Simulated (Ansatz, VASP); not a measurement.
Re: VASP beside Ansatz

```
CELL_PARAMETERS angstrom
0.00000 2.01374 2.01374
2.01374 0.00000 2.01374
2.01374 2.01374 0.00000
ATOMIC_POSITIONS crystal
Re 0.00000 0.00000 0.00000
```

Change from the starting cell: volume scaled by 1.06.

Alike in both runs: task single point; functional LDA; k mesh 14 × 14 × 14; occupations fermi-dirac, width 0.03 eV; no spin polarisation.

|  | VASP | Ansatz |
| --- | --- | --- |
| version | VASP 6.6.1 | Ansatz 0.2.0 |
| potentials or method | VASP PAW LDA potentials, release 64 (Re), cutoff 520 eV | all-electron LAPW, scalar-relativistic |

|  | VASP | Ansatz | Ansatz less VASP |
| --- | --- | --- | --- |
| pressure (GPa) | -38.3 | -38.4 | -0.15 |

LDA's correlation is that of Perdew and Zunger in VASP and of Perdew and Wang (1992) in Ansatz. Both programs put the cell under strong tension, so it lies far from rest at this level. Ansatz ran all-electron here, and VASP with PAW potentials.

Neither program's run includes spin-orbit coupling. Noted on VASP's run: the cell as given lies far from equilibrium.
